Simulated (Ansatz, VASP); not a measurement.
One calculation of BiTe, two programs

```xyz
2
Lattice="0.0000 3.1690 3.1690 3.1690 0.0000 3.1690 3.1690 3.1690 0.0000" Properties=species:S:1:pos:R:3 pbc="T T T"
Bi    0.0000    0.0000    0.0000
Te    3.1690    3.1690    3.1690
```

Change from the starting cell: volume scaled by 0.94.

Alike in both runs: task single point; functional BLYP; k mesh 7 × 7 × 7; occupations fermi-dirac, width 0.02 eV; no spin polarisation.

|  | VASP | Ansatz |
| --- | --- | --- |
| version | VASP 6.6.1 | Ansatz 0.2.0 |
| potentials or method | VASP PAW PBE potentials, release 64 (Bi_d, Te), cutoff 520 eV | all-electron LAPW, scalar-relativistic |

Ansatz gave:

```
gap on the k mesh at the Fermi level (eV) : none
pressure (GPa)                            : 8.5
```

Task: Estimate VASP's values.

Result: gap on the k mesh at the Fermi level (eV): none; pressure (GPa): 8.7.

VASP's potentials were made for PBE, not for BLYP. A gap of «none» marks a metal or a gap that the smearing closes. Ansatz ran all-electron here, and VASP with PAW potentials.

Spin-orbit coupling is off throughout.
